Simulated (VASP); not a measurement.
Fe2O3, 10 atoms in the cell. It takes space group R-3c (No. 167, trigonal). The conventional cell has a = 4.753 Å, b = 4.753 Å, c = 13.261 Å, α = 90.00°, β = 90.00°, γ = 120.00°. Within 2.6 Å of Fe (site symmetry 3) lie 6 O at 1.89 to 1.96 Å and 1 Fe at 2.53 Å. O (site symmetry 2) has 4 Fe at 1.89 to 1.96 Å and 12 O at 2.58 to 2.83 Å within 2.9 Å. 

```yaml
Program: VASP 6.6.1
Task: single point
Functional: PBE
Dispersion: D3(BJ)
Potentials_or_basis: VASP PAW PBE potentials, release 64 (Fe, O)
Cutoff: 600 eV
k_mesh: 7 × 7 × 7
Occupations: fermi-dirac, width 0.05 eV
Spin: collinear spin, ferromagnetic start
Starting_moments: "[3.0, 3.0, 3.0, 3.0, 0.0, 0.0, 0.0, 0.0, 0.0, 0.0] μB"
Dipole_correction: no
Further_INCAR_settings: ALGO = Normal; EDIFF = 1e-06; NBANDS = 49
```

Potentials or basis: VASP PAW PBE potentials, release 64 (Fe, O).

The run is started by

```sh
$ cat potpaw_PBE.64/Fe/POTCAR potpaw_PBE.64/O/POTCAR > POTCAR
$ mpirun -np 1 vasp_std > vasp.out
```

Hardware: 1 thread of Intel(R) Xeon(R) Platinum 8559C (Emerald Rapids) (shared host).

Problem. How long does it take, and how much memory?

Solution. It took 7.9 min on 1 thread of Intel(R) Xeon(R) Platinum 8559C (Emerald Rapids), on a shared host, peak memory 0.53 GiB. Counts: scf iterations 18, k points 44.
